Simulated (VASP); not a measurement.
The system is Cd.

```
Cd
1.0
     2.82821    0.00000    0.00000
     0.00000    2.82821    0.00000
     0.00000    0.00000    2.82821
Cd
1
Direct
  0.00000 0.00000 0.00000
```

This isn't the form of Cd at room conditions, which is hcp.

```yaml
Program: VASP 6.6.1
Task: relaxation of cell and atoms
Functional: r2SCAN
Potentials_or_basis: VASP PAW PBE potentials, release 64 (Cd)
Cutoff: 600 eV
k_mesh: 6 × 6 × 6
Occupations: gaussian, width 0.1 eV
Spin: no spin polarisation
```

At the start: pressure 8.5 GPa; volume 22.62 Å³/atom.

Problem. How do energy, volume and symmetry change on relaxing?

Solution. Over 3 steps the energy falls by 81.7 meV/atom and the volume is 26.15 Å³/atom (+15.6 %); space group Pm-3m (No. 221, to 0.1 Å) before and after.

Step by step:
| step | energy change (eV) | largest force (eV/Å) | pressure (GPa) | volume (Å³) |
| --- | --- | --- | --- | --- |
| 1 | 0.0000 | 0.0000 | 8.55 | 22.62 |
| 2 | -0.0799 | 0.0000 | -0.89 | 26.81 |
| 3 | -0.0817 | 0.0000 | 0.05 | 26.15 |

Final structure:
```
Cd
1.0
     2.96810    0.00000    0.00000
     0.00000    2.96810    0.00000
     0.00000    0.00000    2.96810
Cd
1
Direct
  0.00000 0.00000 0.00000
```

Caveat: the k points lie up to 0.35 Å⁻¹ apart in the final cell, too coarse for converged energies and pressures of a metal; the volume moved by over 15 % at a fixed basis, so the end points are rough; the PAW data sets were made with another functional, which shifts forces and pressure a little.
